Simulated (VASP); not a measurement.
Write the native input for VASP 6.6.1 that does the following.

| Item | Value |
| --- | --- |
| Task | single point |
| Functional | PBE0 |
| Potentials or basis | VASP PAW PBE potentials, release 64 (Sb) |
| Cutoff | 520 eV |
| k mesh | 4 × 3 × 3 |
| Occupations | fermi-dirac, width 0.05 eV |
| Spin | non-collinear spin, zero start, spin-orbit coupling |
| Starting moments | [[0.0, 0.0, 0.0], [0.0, 0.0, 0.0]] μB |
| Dipole correction | no |
| Grid for exact exchange (PRECFOCK) | Normal |
| Further INCAR settings | ALGO = Normal; EDIFF = 1e-06; NBANDS = 22 |
| Share of exact exchange | 0.25 |

Sb:

```
Sb
1.0
     3.12240    0.00000    0.00000
     0.00000    4.34752    0.00000
    -0.03891    0.00000    4.40585
Sb
2
Direct
  0.01139 0.25000 0.24117
  0.98861 0.75000 0.75883
```

One way to write it, as run:

POSCAR

```
Sb
1.0
    3.1224020000      0.0000000000      0.0000000000
    0.0000000000      4.3475180000      0.0000000000
   -0.0389150000      0.0000000000      4.4058520000
Sb
2
Direct
    0.0113890000      0.2500000000      0.2411660000
    0.9886110000      0.7500000000      0.7588340000
```

INCAR.step1

```
SYSTEM = Sb
ALGO = Normal
EDIFF = 1E-5
ENCUT = 520
GGA = PE
GGA_COMPAT = .FALSE.
ISIF = 2
ISMEAR = -1
LASPH = .TRUE.
LORBIT = 11
LORBMOM = .TRUE.
LREAL = .FALSE.
LSORBIT = .TRUE.
LWAVE = .TRUE.
MAGMOM = 0 0 0 0 0 0
NBANDS = 22
NELM = 150
PREC = Accurate
SIGMA = 0.05
```

INCAR.step2

```
SYSTEM = Sb
AEXX = 0.25
ALGO = Normal
EDIFF = 1E-6
ENCUT = 520
GGA = PE
GGA_COMPAT = .FALSE.
ISIF = 2
ISMEAR = -1
ISTART = 1
LASPH = .TRUE.
LCHARG = .TRUE.
LHFCALC = .TRUE.
LORBIT = 11
LORBMOM = .TRUE.
LREAL = .FALSE.
LSORBIT = .TRUE.
LVHAR = .TRUE.
LWAVE = .FALSE.
MAGMOM = 0 0 0 0 0 0
NBANDS = 22
NELM = 150
PREC = Accurate
PRECFOCK = Normal
SIGMA = 0.05
```

KPOINTS

```
k-points
0
G
  4 3 3
  0 0 0
```

Potentials or basis: VASP PAW PBE potentials, release 64 (Sb).

Command:

```bash
$ cat potpaw_PBE.64/Sb/POTCAR > POTCAR
$ cp INCAR.step1 INCAR
$ mpirun -np 1 vasp_ncl > vasp.out
$ cp INCAR.step2 INCAR
$ mpirun -np 1 vasp_ncl > vasp.out
```

It gave:

The pressure is -2.8 GPa. The largest force is 0.270 eV/Å. The net moment is 0.00 μB per cell and the valence electrons inside the program's atomic spheres are Sb 2.53.

Caveat: the k points lie up to 0.50 Å⁻¹ apart; the PAW data sets were made with another functional, which shifts forces and pressure a little.

Run time: 24 min on 1 thread of AMD EPYC 7R13 Processor (Zen 3) (shared host), peak memory 0.26 GiB.
